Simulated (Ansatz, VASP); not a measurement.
# One calculation of MgO, two programs

Contents of INCAR:

```
SYSTEM = MgO
ALGO = Normal ; EDIFF = 1E-6
ENCUT = 520 ; GGA = PS
ISIF = 2 ; ISMEAR = 0
LASPH = .TRUE. ; LCHARG = .FALSE.
LREAL = .FALSE. ; LWAVE = .FALSE.
NBANDS = 16 ; NELM = 100
PREC = Accurate ; SIGMA = 0.05
```

KPOINTS

```
k-points
0
G
  9 9 6
  0 0 0
```

File POSCAR:

```
MgO
1.0
    3.3258200135      0.0000000000      0.0000000000
   -1.6629100067      2.8802446201      0.0000000000
    0.0000000000      0.0000000000      4.9521460001
Mg O
2 2
Direct
    0.3333333333      0.6666666667     -0.0435585739
    0.6666666667      0.3333333333      0.4564414261
    0.3333333333      0.6666666667      0.4009416620
    0.6666666667      0.3333333333      0.9009416620
```

Input for Ansatz:

```yaml
crystal:
  lattice:
    - [3.3258200135, 0.0, 0.0]
    - [-1.6629100067, 2.8802446201, 0.0]
    - [0.0, 0.0, 4.9521460001]
  atoms:
    - { symbol: Mg, position: [0.3333333333, 0.6666666667, -0.0435585739] }
    - { symbol: Mg, position: [0.6666666667, 0.3333333333, 0.4564414261] }
    - { symbol: O, position: [0.3333333333, 0.6666666667, 0.400941662] }
    - { symbol: O, position: [0.6666666667, 0.3333333333, 0.900941662] }
basis:
  ecutwfc: 520.0
kpoints:
  mp_grid: { grid: [9, 9, 6] }
hamiltonian:
  xc: pbesol
  pseudopotentials: { kind: paw, azcp: { folder: soft_1 } }
scf:
  occupations: { method: gaussian, width: 0.05 }
output:
  forces: true
  stress: true
  eigenvalues: true
  write_density: true
  write_potential: true
  elf: true
  volumetric_format: npy
```

Alike in both runs: task single point; functional PBEsol; k mesh 9 × 9 × 6; occupations gaussian, width 0.05 eV; no spin polarisation.

```csv
,VASP,Ansatz
version,VASP 6.6.1,Ansatz 0.2.0
potentials or method,"VASP PAW PBE potentials, release 64 (Mg, O), cutoff 520 eV","scalar-relativistic, plane waves, PAW"
valence electrons in the cell,16,32
```

```tsv
	VASP	Ansatz	Ansatz less VASP
gap on the k mesh at the Fermi level (eV)	2.98	2.99	+0.008
least direct gap on the mesh (eV)	2.98	2.99	+0.008
pressure (GPa)	-0.7	-0.4	+0.28
traceless stress, the component that is largest in VASP (GPa)	-9.33	-9.24	+0.089
rms of the force components (eV/Å)	0.304	0.300	-0.0045
```

VASP's potentials were made for PBE, not for PBEsol, and Ansatz warns of the same on its side. Atom by atom the forces differ by 0.005 eV/Å (rms over components). VASP's potentials hold 16 valence electrons a cell and Ansatz's 32, so a difference there can come from the potentials and not from the codes.
